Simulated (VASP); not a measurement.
Write the native input for VASP 6.6.1 that does the following.

```
Task                   : single point
Functional             : PBE
Potentials or basis    : VASP PAW PBE potentials, release 64 (Mg, O)
Cutoff                 : 520 eV
k mesh                 : 10 × 10 × 10
Occupations            : gaussian, width 0.05 eV
Spin                   : no spin polarisation
Dipole correction      : no
Further INCAR settings : ALGO = Normal; EDIFF = 1e-07; NBANDS = 11
```

The structure of MgO lies in POSCAR:

```
MgO
1.0
    0.0000000000      2.1351500000      2.1351500000
    2.2472453750      0.0000000000      2.1351500000
    2.2472453750      2.1351500000      0.0000000000
Mg O
1 1
Direct
    0.0000000000      0.0000000000      0.0000000000
    0.5000000000      0.5000000000      0.5000000000
```

This cell differs from its parent crystal: strain +0.0525 x Voigt [1, 0, 0, 0, 0, 0].

One way to write it, as run:

INCAR

```
SYSTEM = MgO
PREC = Accurate
ENCUT = 520
EDIFF = 1E-7
ISMEAR = 0
SIGMA = 0.05
LREAL = .FALSE.
LASPH = .TRUE.
NELM = 80
ALGO = Normal
ISIF = 2
LWAVE = .FALSE.
LCHARG = .FALSE.
GGA = PE
NBANDS = 11
```

KPOINTS

```
regular mesh
0
G
  10 10 10
  0 0 0
```

Potentials or basis: VASP PAW PBE potentials, release 64 (Mg, O).

Command:

```console
$ cat potpaw_PBE.64/Mg/POTCAR potpaw_PBE.64/O/POTCAR > POTCAR
$ mpirun -np 1 vasp_std > vasp.out
```

It gave:

```json
{"Pressure": "-8.3 GPa", "Band gap on the k mesh": "3.80 eV, direct"}
```

Caveat: the cell differs from its parent crystal (strain +0.0525 x Voigt [1, 0, 0, 0, 0, 0]).

Run time: 11 s on 1 thread of Intel(R) Xeon(R) Platinum 8488C (Sapphire Rapids), with other jobs on the host, peak memory 0.15 GiB.
